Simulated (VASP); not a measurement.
# CdS (Hawleyite): relaxation of cell and atoms with PBE

CdS (Hawleyite):

```
CELL_PARAMETERS angstrom
0.00000 2.91650 2.91650
2.91650 0.00000 2.91650
2.91650 2.91650 0.00000
ATOMIC_POSITIONS crystal
Cd 0.00000 0.00000 0.00000
S 0.25000 0.25000 0.25000
```

| Quantity | Value |
| --- | --- |
| Program | VASP 6.6.1 |
| Task | relaxation of cell and atoms |
| Functional | PBE |
| Potentials or basis | VASP PAW PBE potentials, release 64 (Cd, S) |
| Cutoff | 600 eV |
| k mesh | 6 × 6 × 6 |
| Occupations | gaussian, width 0.01 eV |
| Spin | no spin polarisation |
| Target pressure | 5 GPa |
| Dipole correction | no |
| Further INCAR settings | ALGO = Normal; EDIFF = 1e-06; IBRION = 2; EDIFFG = -0.01; NSW = 80; ISIF = 3 |

The relaxed volume is 24.19 Å³/atom, the relaxed cell is a = 4.090 Å, b = 4.090 Å, c = 4.090 Å, α = 60.00°, β = 60.00°, γ = 60.00° and the space group after relaxing (to 0.05 Å) is F-43m (No. 216). The energy change on relaxing (the enthalpy is what falls) is +15.8 meV/atom and the ionic steps are 3. The pressure after relaxing is 5.0 GPa and the band gap on the k mesh is 1.20 eV, direct.

The path:
```tsv
step	energy change (eV)	largest force (eV/Å)	pressure (GPa)	volume (Å³)
1	0.0000	0.0000	3.19	49.62
2	0.0577	0.0000	6.20	47.63
3	0.0316	0.0000	4.96	48.37
```

Final structure:
```
Cd S
1.0
     0.00000    2.89191    2.89191
     2.89191    0.00000    2.89191
     2.89191    2.89191    0.00000
Cd S
1 1
Cartesian
  0.0000 0.0000 0.0000
  1.4460 1.4460 1.4460
```

Levels at points of the mesh, in eV from the valence-band top:
| k point | band 6 | band 7 | band 8 | band 9 | band 10 | band 11 | band 12 | band 13 |
| --- | --- | --- | --- | --- | --- | --- | --- | --- |
| (0.00, 0.00, 0.00) | -7.31 | 0.00 | 0.00 | 0.00 | 1.20 | 6.54 | 6.54 | 6.54 |
| (0.50, 0.00, 0.00) | -6.91 | -4.56 | -0.79 | -0.79 | 3.05 | 7.01 | 7.01 | 7.55 |
| (0.50, 0.50, 0.00) | -6.84 | -4.07 | -1.97 | -1.97 | 3.51 | 4.38 | 9.34 | 10.93 |

It took 54 s on 1 thread of AMD EPYC 7R13 Processor (Zen 3), on a shared host, peak memory 0.17 GiB.

Caveat: the cell is relaxed towards a set pressure, so the enthalpy falls and the energy may rise. A hybrid or GW would open this gap; PBE tends to underestimate it.
